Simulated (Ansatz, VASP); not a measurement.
**One calculation of Au, two programs**

```
Au
1.0
     0.00000    2.04193    2.04193
     2.04193    0.00000    2.04193
     2.04193    2.04193    0.00000
Au
1
Direct
  0.00000 0.00000 0.00000
```

Alike in both runs: task single point; functional PBEsol; k mesh 26 × 26 × 26; occupations gaussian, width 0.15 eV; no spin polarisation.

|  | VASP | Ansatz |
| --- | --- | --- |
| version | VASP 6.6.1 | Ansatz 0.2.0 |
| potentials or method | VASP PAW PBE potentials, release 64 (Au), cutoff 520 eV | scalar-relativistic, plane waves, PAW |
| valence electrons in the cell | 11 | 19 |

Ansatz gave:

```
gap on the k mesh at the Fermi level (eV) : none
pressure (GPa)                            : -0.1
```

Which values does VASP return?

gap on the k mesh at the Fermi level (eV): none; pressure (GPa): -0.3.

VASP's potentials were made for PBE, not for PBEsol. A gap of «none» marks a metal or a gap that the smearing closes. With one functional, cell and mesh, what is left measures potentials, basis and numerics. VASP's potentials hold 11 valence electrons a cell and Ansatz's 19, so a difference there can come from the potentials and not from the codes.

Neither program's run includes spin-orbit coupling.
